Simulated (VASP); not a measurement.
# SiNi3 (P4/mmm) in VASP: single point with PBEsol

Aim: the single point of SiNi3 with PBEsol.

Everything below comes from runs of VASP 6.6.1. Logs are shortened: lines on timing, memory, paths and dates and some standing lists are left out, and cuts for length are marked.

## (1) The cell of the first run

Symmetry: P4/mmm, No. 123, tetragonal system. Conventional cell: a = 3.617 Å, b = 3.617 Å, c = 3.291 Å, α = 90.00°, β = 90.00°, γ = 90.00°. Within 3.3 Å of Si (site symmetry 4/mmm) lie 12 Ni at 2.44 to 2.56 Å and 2 Si at 3.29 Å. Ni (site symmetry mmm) has 4 Si at 2.44 Å and 10 Ni at 2.44 to 3.29 Å within 3.3 Å. Ni (site symmetry 4/mmm) has 10 Ni at 2.44 to 3.29 Å and 4 Si at 2.56 Å within 3.3 Å.

## (2) Single point, PBEsol (biaxial strain in the a-b plane: +4.5 %, then relaxed in part)

INCAR

```
SYSTEM = SiNi3
ALGO = Fast
EDIFF = 1E-6
ENCUT = 520
GGA = PS
ISIF = 2
ISMEAR = 0
LASPH = .TRUE.
LCHARG = .FALSE.
LREAL = .FALSE.
LWAVE = .FALSE.
NBANDS = 25
NELM = 100
PREC = Accurate
SIGMA = 0.1
```

KPOINTS

```
k-points
0
G
  16 16 16
  0 0 0
```

POSCAR

```
SiNi3
1.0
    3.6170018073      0.0000000000      0.0000000000
    0.0000000000      3.6170018073      0.0000000000
    0.0000000000      0.0000000000      3.2907330775
Si Ni
1 3
Direct
    0.0000000000      0.0000000000      0.0000000000
    0.0000000000      0.5000000000      0.5000000000
    0.5000000000      0.0000000000      0.5000000000
    0.5000000000      0.5000000000      0.0000000000
```

Potentials or basis: VASP PAW PBE potentials, release 64 (Si, Ni).

Command:

```console
> cat potpaw_PBE.64/Si/POTCAR potpaw_PBE.64/Ni/POTCAR > POTCAR
> mpirun -np 1 vasp_std > vasp.out
```

OUTCAR:

```text
SYSTEM = SiNi3
   EDIFF = 1E-6
   ENCUT = 520
   GGA = PS
   ISIF = 2
   ISMEAR = 0
   LASPH = .TRUE.
   LREAL = .FALSE.
   NELM = 100
   PREC = Accurate

 ion  position               nearest neighbor table
   1  0.000  0.000  0.000-   2 2.44   3 2.44   2 2.44   3 2.44   2 2.44   2 2.44   3 2.44   3 2.44
                             4 2.56   4 2.56   4 2.56   4 2.56
   2  0.000  0.500  0.500-   1 2.44   4 2.44   1 2.44   4 2.44   1 2.44   1 2.44   4 2.44   4 2.44
                             3 2.56   3 2.56   3 2.56   3 2.56
   3  0.500  0.000  0.500-   1 2.44   4 2.44   1 2.44   4 2.44   4 2.44   4 2.44   1 2.44   1 2.44
                             2 2.56   2 2.56   2 2.56   2 2.56
   4  0.500  0.500  0.000-   2 2.44   3 2.44   2 2.44   3 2.44   3 2.44   3 2.44   2 2.44   2 2.44
                             1 2.56   1 2.56   1 2.56   1 2.56

  LATTYP: Found a simple tetragonal cell.
 ALAT       =     3.6170018073
 C/A-ratio  =     0.9097958068

  Lattice vectors:

 A1 = (   3.6170018073,   0.0000000000,   0.0000000000)
 A2 = (   0.0000000000,   3.6170018073,   0.0000000000)
 A3 = (   0.0000000000,   0.0000000000,   3.2907330775)

Analysis of symmetry for initial positions (statically):
=====================================================================
 Subroutine PRICEL returns:
 Original cell was already a primitive cell.

 Routine SETGRP: Setting up the symmetry group for a
 simple tetragonal supercell.

 Subroutine GETGRP returns: Found 16 space group operations
 (whereof 16 operations were pure point group operations)
 out of a pool of 16 trial point group operations.

The static configuration has the point symmetry D_4h.

Analysis of symmetry for dynamics (positions and initial velocities):
=====================================================================
 Subroutine PRICEL returns:
 Original cell was already a primitive cell.

 Routine SETGRP: Setting up the symmetry group for a
 simple tetragonal supercell.

 Subroutine GETGRP returns: Found 16 space group operations
 (whereof 16 operations were pure point group operations)
 out of a pool of 16 trial point group operations.

The dynamic configuration has the point symmetry D_4h.

 Subroutine INISYM returns: Found 16 space group operations
 (whereof 16 operations are pure point group operations),
 and found     1 'primitive' translations

----------------------------------------------------------------------------------------

                                     Primitive cell

  volume of cell :      43.0517

  direct lattice vectors                    reciprocal lattice vectors
     3.617001807  0.000000000  0.000000000     0.276472076  0.000000000  0.000000000
     0.000000000  3.617001807  0.000000000     0.000000000  0.276472076  0.000000000
     0.000000000  0.000000000  3.290733078     0.000000000  0.000000000  0.303883656

  length of vectors
     3.617001807  3.617001807  3.290733078     0.276472076  0.276472076  0.303883656

  position of ions in fractional coordinates (direct lattice)
     0.000000000  0.000000000  0.000000000
     0.000000000  0.500000000  0.500000000
     0.500000000  0.000000000  0.500000000
     0.500000000  0.500000000  0.000000000

  ion indices of the primitive-cell ions
   primitive index   ion index
                 1           1
                 2           2
                 3           3
                 4           4

----------------------------------------------------------------------------------------

 KPOINTS: k-points

Automatic generation of k-mesh.
 Grid dimensions read from file:
 generate k-points for:   16   16   16

 Generating k-lattice:

  Cartesian coordinates                     Fractional coordinates (reciprocal lattice)
     0.017279505  0.000000000  0.000000000     0.062500000  0.000000000  0.000000000
     0.000000000  0.017279505  0.000000000     0.000000000  0.062500000  0.000000000
     0.000000000  0.000000000  0.018992729     0.000000000  0.000000000  0.062500000

  Length of vectors
     0.017279505  0.017279505  0.018992729

  Shift w.r.t. Gamma in fractional coordinates (k-lattice)
     0.000000000  0.000000000  0.000000000

 Subroutine IBZKPT returns following result:
 ===========================================

 Found    405 irreducible k-points:

 Following reciprocal coordinates:
            Coordinates               Weight
  0.000000  0.000000  0.000000      1.000000
  0.062500  0.000000  0.000000      4.000000
  0.125000  0.000000  0.000000      4.000000
  0.187500  0.000000  0.000000      4.000000
  0.250000  0.000000  0.000000      4.000000
  0.312500  0.000000  0.000000      4.000000
[... 16 lines left out ...]
  0.437500  0.125000  0.000000      8.000000
  0.500000  0.125000  0.000000      4.000000
 [... further k-points ...]
   k-points           NKPTS =    405   k-points in BZ     NKDIM =    405   number of bands    NBANDS=     25
   number of dos      NEDOS =    301   number of ions     NIONS =      4
   total plane-waves  NPLWV =  18816
   dimension x,y,z NGX =    28 NGY =   28 NGZ =   24
   dimension x,y,z NGXF=    56 NGYF=   56 NGZF=   48
   ions per type =               1   3
   NGX,Y,Z   is equivalent  to a cutoff of  12.87, 12.87, 12.12 a.u.
   NGXF,Y,Z  is equivalent  to a cutoff of  25.74, 25.74, 24.25 a.u.
 SYSTEM =  SiNi3
   PREC   = accura    normal or accurate (medium, high low for compatibility)
   ISTART =      0    job   : 0-new  1-cont  2-samecut
   ICHARG =      2    charge: 1-file 2-atom 10-const
   ISPIN  =      1    spin polarized calculation?
   LNONCOLLINEAR =      F non collinear calculations
   LSORBIT =      F    spin-orbit coupling
   LASPH  =      T    aspherical Exc in radial PAW
   ENCUT  =  520.0 eV  38.22 Ry    6.18 a.u.   6.73  6.73  6.12*2*pi/ulx,y,z
   NELM   =    100;   NELMIN=  2; NELMDL= -5     # of ELM steps
   EDIFF  = 0.1E-05   stopping-criterion for ELM
   LREAL  =      F    real-space projection
   EDIFFG = 0.1E-04   stopping-criterion for IOM
   NSW    =      0    number of steps for IOM
   IBRION =     -1    ionic relax: 0-MD 1-quasi-New 2-CG
   NFREE  =      0    steps in history (QN), initial steepest desc. (CG)
   ISIF   =      2    stress and relaxation
   ISYM   =      2    0-nonsym 1-usesym 2-fastsym
   POTIM  = 0.5000    time-step for ionic-motion
   TEBEG  =    0.0;   TEEND  =   0.0 temperature during run
   PSTRESS=    0.0 pullay stress
   NELECT =      34.0000    total number of electrons
   NUPDOWN=      -1.0000    fix difference up-down
   EMIN   =  10.00;   EMAX   =-10.00  energy-range for DOS
   EFERMI =   0.00;   METHOD = LEGACY
   ISMEAR =     0;   SIGMA  =   0.10  broadening in eV -4-tet -1-fermi 0-gaus
   EFERMI_NEDOS =   21; number of points for ismear=-14 and -15
   IALGO  =     68    algorithm
   IMIX   =      4    mixing-type and parameters
     AMIX     =   0.40;   BMIX     =  1.00
     AMIX_MAG =   1.60;   BMIX_MAG =  1.00
  volume/ion in A,a.u.               =      10.76        72.63
  Fermi-wavevector in a.u.,A,eV,Ry     =   1.513228  2.859587 31.155432  2.289860
  Thomas-Fermi vector in A             =   2.623047
   LORBIT       =      0    0 simple, 1 ext, 2 COOP (PROOUT), +10 PAW based schemes
   GGA     = PS    functional components
   LHFCALC =     F    Hartree Fock is set to
   AEXX    =    0.0000 exact exchange contribution
   IVDW    =     0    specifies the selected vdW correction
   LEPSILON=     F    determine dielectric tensor
   LRPA    =     F    only Hartree local field effects (RPA)
 non-spin polarized calculation
 RMM-DIIS sequential band-by-band and
 Gauss-broadening in eV      SIGMA  =   0.10
  energy-cutoff  :      520.00
  volume of cell :       43.05
 maximum number of plane-waves:      1192
 NGX is ok and might be reduce to    28
   NGX = 13   NGY = 13   NGZ = 13

 number of electron      34.0000043 magnetization

 Free energy of the ion-electron system (eV)
  ---------------------------------------------------
  ext. energy  EPLUGINS =         0.00000000
  ---------------------------------------------------
  free energy    TOTEN  =       -26.15055141 eV

  energy without entropy =      -26.14230759  energy(sigma->0) =      -26.14642950

 E-fermi :  10.5548     XC(G=0): -13.2454

 val. band max:       10.5546011967   @ k =   0.1875   0.0625   0.0625
 cond. band min:      10.5562980563   @ k =   0.5000   0.3125   0.4375
 fundamental gap:      0.0016968596
 Fermi energy:        10.5548147344

 k-point     1 :       0.0000    0.0000    0.0000
  band No.  band energies     occupation
      1      -1.4287      2.00000
      2       5.6109      2.00000
      3       6.4052      2.00000
      4       6.5120      2.00000
      5       6.8910      2.00000
      6       7.0660      2.00000
[... 17 lines left out ...]
     24      20.4790      0.00000
     25      21.8298      0.00000

 k-point     2 :       0.0625    0.0000    0.0000
  band No.  band energies     occupation
      1      -1.3863      2.00000
      2       5.6094      2.00000
      3       6.3478      2.00000
      4       6.5275      2.00000
      5       6.8824      2.00000
      6       7.0731      2.00000
[... 17 lines left out ...]
     24      20.3795      0.00000
     25      21.6948      0.00000

 k-point     3 :       0.1250    0.0000    0.0000
  band No.  band energies     occupation
      1      -1.2597      2.00000
      2       5.5490      2.00000
      3       6.1904      2.00000
      4       6.6054      2.00000
      5       6.8568      2.00000
      6       7.0926      2.00000
[... 552 lines left out ...]
 k-point    23 :       0.4375    0.1250    0.0000
  band No.  band energies     occupation
      1       0.4143      2.00000
      2       3.0690      2.00000
      3       6.2866      2.00000
      4       6.6763      2.00000
      5       7.1147      2.00000
      6       7.5086      2.00000
[... 17 lines left out ...]
     24      19.3660      0.00000
     25      22.4790      0.00000

 k-point    24 :       0.5000    0.1250    0.0000
  band No.  band energies     occupation
      1       0.5579      2.00000
      2       2.8697      2.00000
      3       6.2979      2.00000
      4       6.6992      2.00000
      5       7.1175      2.00000
      6       7.5117      2.00000
[... 17 lines left out ...]
     24      19.3279      0.00000
     25      22.4196      0.00000

 [... further k-points ...]

------------------------ aborting loop because EDIFF is reached ----------------------------------------

  FORCE on cell =-STRESS in cart. coord.  units (eV):
  Direction    XX          YY          ZZ          XY          YZ          ZX
  --------------------------------------------------------------------------------------
  -------------------------------------------------------------------------------------
  Total       -3.0128284     -3.0128284      0.0130024      0.0000000      0.0000000      0.0000000
  in kB     -112.1230406   -112.1230406      0.4838854      0.0000000      0.0000000      0.0000000
  external PRESSURE =     -74.5873986 kB  Pullay stress =       0.0000000 kB

 VOLUME and BASIS-vectors are now :
 -----------------------------------------------------------------------------
  energy-cutoff  :      520.00
  volume of cell :       43.05
      direct lattice vectors                 reciprocal lattice vectors
     3.617001807  0.000000000  0.000000000     0.276472076  0.000000000  0.000000000
     0.000000000  3.617001807  0.000000000     0.000000000  0.276472076  0.000000000
     0.000000000  0.000000000  3.290733078     0.000000000  0.000000000  0.303883656

 POSITION                                       TOTAL-FORCE (eV/Angst)
 -----------------------------------------------------------------------------------
      0.00000      0.00000      0.00000         0.000000      0.000000      0.000000
      0.00000      1.80850      1.64537         0.000000      0.000000      0.000000
      1.80850      0.00000      1.64537         0.000000      0.000000      0.000000
      1.80850      1.80850      0.00000         0.000000      0.000000      0.000000
 -----------------------------------------------------------------------------------
    total drift:                                0.000000      0.000000      0.000000

  FREE ENERGIE OF THE ION-ELECTRON SYSTEM (eV)
  ---------------------------------------------------
  free  energy   TOTEN  =       -26.1505514115 eV

  energy  without entropy=      -26.1423075878  energy(sigma->0) =      -26.14642950
```

Run time: 3.6 min. Hardware: 1 thread of Intel Xeon Platinum 8488C (Sapphire Rapids), shared host; peak memory 0.44 GiB.

Results:

| Quantity | Value |
| --- | --- |
| Free energy | -26.1506 eV |
| Pressure | -7.5 GPa |
| Band gap on the k mesh | zero (bands 17 and 18 overlap by 0.49 eV) |

Caveat: the cell differs from its parent crystal (biaxial strain in the a-b plane: +4.5 %, then relaxed in part); the stress differs along the axes, from -11 to 0 GPa; the PAW data sets were made with another functional, which shifts forces and pressure a little. Spin polarisation is off, so any magnetic state and its effect on volume and gap are missing.
